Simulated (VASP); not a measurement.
# GaN (Fm-3m) in VASP: a series of runs, part 2 of 2

VASP 6.6.1. Earlier steps stand in the parts before.

## Step 3: Single point, BLYP (9.92 Å³/atom)

This run uses another cell than the first one, of 9.92 Å³/atom.

The input, INCAR:

```
SYSTEM = GaN
AGGAC = 1.0 ; AGGAX = 1.0
ALDAC = 0.0 ; ALDAX = 1.0
ALGO = Normal ; EDIFF = 1E-6
ENCUT = 1330 ; GGA = B5
GGA_COMPAT = .FALSE. ; ISIF = 2
ISMEAR = 0 ; LASPH = .TRUE.
LCHARG = .FALSE. ; LREAL = .FALSE.
LWAVE = .FALSE. ; NBANDS = 16
NELM = 120 ; PREC = Accurate
SIGMA = 0.05
```

The input, KPOINTS:

```
k-points
0
G
  10 10 10
  0 0 0
```

The input, POSCAR:

```
GaN
1.0
    0.0000000000      2.1483874693      2.1483874693
    2.1483874693      0.0000000000      2.1483874693
    2.1483874693      2.1483874693      0.0000000000
Ga N
1 1
Direct
    0.5000000000      0.5000000000      0.5000000000
    0.0000000000      0.0000000000      0.0000000000
```

Potentials or basis: VASP PAW PBE potentials, release 64 (Ga_d, N_h).

On the command line:

```bash
> cat potpaw_PBE.64/Ga_d/POTCAR potpaw_PBE.64/N_h/POTCAR > POTCAR
> mpirun -np 1 vasp_std > vasp.out
```

Run time: 1.7 min. Hardware: 1 thread of AMD EPYC 7R43 (Zen 3), shared host; peak memory 0.2 GiB.

It converged, with:

```
Free energy            : -9.8622 eV
Pressure               : 4.8 GPa
Band gap on the k mesh : 0.22 eV (least direct gap 2.22 eV)
```

Levels at points of the mesh, in eV from the valence-band top:
```tsv
k point	band 6	band 7	band 8	band 9	band 10	band 11	band 12	band 13
(0.00, 0.00, 0.00)	-14.04	-0.45	-0.45	-0.45	1.76	14.81	14.81	14.81
(0.50, 0.00, 0.00)	-13.78	-7.90	-0.14	-0.14	4.81	8.63	8.90	8.90
(0.50, 0.50, 0.00)	-11.09	-6.55	-2.79	-2.79	0.22	8.33	11.56	13.86
```

Caveat: the cell stands under pressure; the PAW data sets were made with another functional, which shifts forces and pressure a little. A k mesh can miss the band edges.

## Step 4: Single point, r2SCAN (9.39 Å³/atom)

This run uses another cell than the first one, of 9.39 Å³/atom.

The input, POSCAR:

```
GaN
1.0
    0.0000000000      2.1099764705      2.1099764705
    2.1099764705      0.0000000000      2.1099764705
    2.1099764705      2.1099764705      0.0000000000
Ga N
1 1
Direct
    0.5000000000      0.5000000000      0.5000000000
    0.0000000000      0.0000000000      0.0000000000
```

The input, INCAR.step1:

```
PREC = Accurate ; ENCUT = 1460
ISMEAR = 0 ; SIGMA = 0.05
LREAL = F ; LASPH = T
NELM = 120 ; NBANDS = 16
GGA = PE ; ALGO = Normal
EDIFF = 1E-5 ; LWAVE = T
LCHARG = F ; GGA_COMPAT = F
```

The input, INCAR.step2:

```
PREC = Accurate ; ENCUT = 1460
EDIFF = 1E-6 ; ISMEAR = 0
SIGMA = 0.05 ; LREAL = F
LASPH = T ; NELM = 120
ALGO = Normal ; ISIF = 2
LWAVE = F ; LCHARG = T
METAGGA = R2SCAN ; LMIXTAU = T
LELF = T ; LVHAR = T
NBANDS = 16 ; ISTART = 1
GGA_COMPAT = F
```

The input, KPOINTS:

```
regular mesh
0
Gamma
  10 10 10
```

On the command line:

```bash
> cat potpaw_PBE.64/Ga_d/POTCAR potpaw_PBE.64/N_h/POTCAR > POTCAR
> cp INCAR.step1 INCAR
> mpirun -np 1 vasp_std > vasp.out
> cp INCAR.step2 INCAR
> mpirun -np 1 vasp_std > vasp.out
```

Wall time 3 min (1 thread of Intel Xeon Platinum 8488C (Sapphire Rapids), shared host); peak memory 0.31 GiB.

The run converged. Its results:

- Free energy: -20.9799 eV
- Pressure: 0.5 GPa
- Band gap on the k mesh: 1.17 eV (least direct gap 3.38 eV)

Levels at points of the mesh, in eV from the valence-band top:
```
           k point  band 7  band 8  band 9  band 10  band 11  band 12
(0.00, 0.00, 0.00)   -0.50   -0.50   -0.50     2.88    15.51    15.51
(0.50, 0.00, 0.00)   -8.35   -0.15   -0.15     5.42     9.87     9.87
(0.50, 0.50, 0.00)   -7.23   -3.11   -3.11     1.17     8.53    13.13
```

Caveat: the PAW data sets were made with another functional, which shifts forces and pressure a little. A k mesh can miss the band edges.

## Step 5: Single point, r2SCAN (9.37 Å³/atom)

This run uses another cell than the first one, of 9.37 Å³/atom.

The input, POSCAR:

```
GaN
1.0
    0.0000000000      2.1084610053      2.1084610053
    2.1084610053      0.0000000000      2.1084610053
    2.1084610053      2.1084610053      0.0000000000
Ga N
1 1
Direct
    0.5000000000      0.5000000000      0.5000000000
    0.0000000000      0.0000000000      0.0000000000
```

The input, INCAR.step1:

```
SYSTEM = GaN
ALGO     = Normal         ! electronic algorithm
EDIFF    = 1E-5           ! SCF threshold, eV
ENCUT    = 1460           ! plane-wave cutoff, eV
GGA      = PE             ! functional
GGA_COMPAT= .False.      
ISMEAR   = 0              ! smearing method
LASPH    = .True.         ! aspherical terms in the spheres
LCHARG   = .False.        ! write CHGCAR
LREAL    = .False.        ! projectors in reciprocal space
LWAVE    = .True.         ! write WAVECAR
NBANDS   = 16             ! bands
NELM     = 120            ! most SCF steps
PREC     = Accurate       ! precision mode
SIGMA    = 0.05           ! smearing width, eV
```

The input, INCAR.step2:

```
SYSTEM = GaN
ALGO     = Normal         ! electronic algorithm
EDIFF    = 1E-6           ! SCF threshold, eV
ENCUT    = 1460           ! plane-wave cutoff, eV
GGA_COMPAT= .False.      
ISIF     = 2              ! what is computed and relaxed
ISMEAR   = 0              ! smearing method
ISTART   = 1            
LASPH    = .True.         ! aspherical terms in the spheres
LCHARG   = .True.         ! write CHGCAR
LELF     = .True.         ! ELF
LMIXTAU  = .True.       
LREAL    = .False.        ! projectors in reciprocal space
LVHAR    = .True.       
LWAVE    = .False.        ! write WAVECAR
METAGGA  = R2SCAN         ! meta-GGA
NBANDS   = 16             ! bands
NELM     = 120            ! most SCF steps
PREC     = Accurate       ! precision mode
SIGMA    = 0.05           ! smearing width, eV
```

The input, KPOINTS:

```
k-points
0
Gamma
  10 10 10
  0 0 0
```

Potentials or basis: VASP PAW PBE potentials, release 64 (Ga_d, N_h).

On the command line:

```bash
> cat potpaw_PBE.64/Ga_d/POTCAR potpaw_PBE.64/N_h/POTCAR > POTCAR
> cp INCAR.step1 INCAR
> mpirun -np 1 vasp_std > vasp.out
> cp INCAR.step2 INCAR
> mpirun -np 1 vasp_std > vasp.out
```

OUTCAR:

```text
SYSTEM = GaN
   EDIFF = 1E-6
   ENCUT = 1460
   ISIF = 2
   ISMEAR = 0
   ISTART = 1
   LASPH = .True.
   LREAL = .False.
   METAGGA = R2SCAN
   NELM = 120
   PREC = Accurate

 ion  position               nearest neighbor table
   1  0.500  0.500  0.500-   2 2.11   2 2.11   2 2.11   2 2.11   2 2.11   2 2.11
   2  0.000  0.000  0.000-   1 2.11   1 2.11   1 2.11   1 2.11   1 2.11   1 2.11

  LATTYP: Found a face centered cubic cell.
 ALAT       =     4.2169220106

  Lattice vectors:

[... 645 lines left out ...]

  FORCE on cell =-STRESS in cart. coord.  units (eV):
  Direction    XX          YY          ZZ          XY          YZ          ZX
  --------------------------------------------------------------------------------------
  -------------------------------------------------------------------------------------
  Total        0.1222552      0.1222552      0.1222552      0.0000000      0.0000000     -0.0000000
  in kB       10.4484312     10.4484312     10.4484312      0.0000000      0.0000000     -0.0000000
  external PRESSURE =      10.4484312 kB  Pullay stress =       0.0000000 kB

 VOLUME and BASIS-vectors are now :
 -----------------------------------------------------------------------------
  energy-cutoff  :     1460.00
  volume of cell :       18.75
      direct lattice vectors                 reciprocal lattice vectors
     0.000000000  2.108461005  2.108461005    -0.237139790  0.237139790  0.237139790
     2.108461005  0.000000000  2.108461005     0.237139790 -0.237139790  0.237139790
     2.108461005  2.108461005  0.000000000     0.237139790  0.237139790 -0.237139790

 POSITION                                       TOTAL-FORCE (eV/Angst)
 -----------------------------------------------------------------------------------
      2.10846      2.10846      2.10846        -0.000000      0.000000     -0.000000
      0.00000      0.00000      0.00000         0.000000     -0.000000      0.000000
 -----------------------------------------------------------------------------------
    total drift:                               -0.000000     -0.000000      0.000000

  FREE ENERGIE OF THE ION-ELECTRON SYSTEM (eV)
  ---------------------------------------------------
  free  energy   TOTEN  =       -20.9796487569 eV

  energy  without entropy=      -20.9796487569  energy(sigma->0) =      -20.97964876
```

OUTCAR.step1:

```text
SYSTEM = GaN
   EDIFF = 1E-5
   ENCUT = 1460
   GGA = PE
   ISMEAR = 0
   LASPH = .True.
   LREAL = .False.
[... 677 lines left out ...]
      2.10846      2.10846      2.10846         0.000000      0.000000      0.000000
      0.00000      0.00000      0.00000        -0.000000     -0.000000     -0.000000
 -----------------------------------------------------------------------------------
    total drift:                               -0.000000     -0.000000      0.000000

  FREE ENERGIE OF THE ION-ELECTRON SYSTEM (eV)
  ---------------------------------------------------
  free  energy   TOTEN  =       -11.1944148306 eV

  energy  without entropy=      -11.1944148306  energy(sigma->0) =      -11.19441483
```

OSZICAR.step1:

```text
N       E                     dE             d eps       ncg     rms          rms(c)
DAV:   1     0.128799850010E+03    0.12880E+03   -0.16624E+04  1616   0.410E+03
DAV:   2    -0.879029500677E+00   -0.12968E+03   -0.11919E+03  1736   0.533E+02
DAV:   3    -0.128111566734E+02   -0.11932E+02   -0.11743E+02  1664   0.101E+02
DAV:   4    -0.130187801260E+02   -0.20762E+00   -0.20739E+00  1840   0.132E+01
DAV:   5    -0.130211555981E+02   -0.23755E-02   -0.23754E-02  1880   0.128E+00    0.731E+00
DAV:   6    -0.112200298178E+02    0.18011E+01   -0.43958E+00  2144   0.400E+01    0.181E+00
DAV:   7    -0.112083312960E+02    0.11699E-01   -0.19904E-01  1768   0.485E+00    0.117E+00
DAV:   8    -0.111956025060E+02    0.12729E-01   -0.32095E-02  1720   0.233E+00    0.262E-01
DAV:   9    -0.111943869628E+02    0.12155E-02   -0.46586E-03  2016   0.176E+00    0.749E-02
DAV:  10    -0.111944109794E+02   -0.24017E-04   -0.40826E-04  1992   0.275E-01    0.121E-02
DAV:  11    -0.111944148306E+02   -0.38511E-05   -0.29333E-05  1768   0.627E-02
   1 F= -.11194415E+02 E0= -.11194415E+02  d E =-.222115E-15
```

Run time: 1.8 min. Hardware: 1 thread of Intel Xeon 6975P-C (Granite Rapids), shared host; peak memory 0.31 GiB.

Results:

| Quantity | Value |
| --- | --- |
| Free energy | -20.9796 eV |
| Pressure | 1.0 GPa |
| Band gap on the k mesh | 1.18 eV (least direct gap 3.41 eV) |

Caveat: the PAW data sets were made with another functional, which shifts forces and pressure a little.

## Step 6: Overview

| level | cell | cutoff (eV) | gap on the mesh (eV) | pressure (GPa) |
| --- | --- | --- | --- | --- |
| RPBE+D4 | a = 2.947 Å, angles 60.0°, 2 atoms | 1330 | 0.99 | 5.7 |
| BLYP | a = 3.038 Å, angles 60.0°, 2 atoms | 1330 | 0.22 | 4.8 |
| r2SCAN | a = 2.984 Å, angles 60.0°, 2 atoms | 1460 | 1.17 | 0.5 |
| r2SCAN | a = 2.982 Å, angles 60.0°, 2 atoms | 1460 | 1.18 | 1.0 |

Alike in all rows: task single point; potentials or basis VASP PAW PBE potentials, release 64 (Ga_d, N_h); no spin polarisation; k mesh 10 × 10 × 10; smearing gaussian 0.05 eV.

Caveats: the PAW data sets were made with another functional, which shifts forces and pressure a little; the cell stands under pressure (at least some runs).

Total energies depend on the potentials used, so only differences within one code and one set of settings carry meaning.
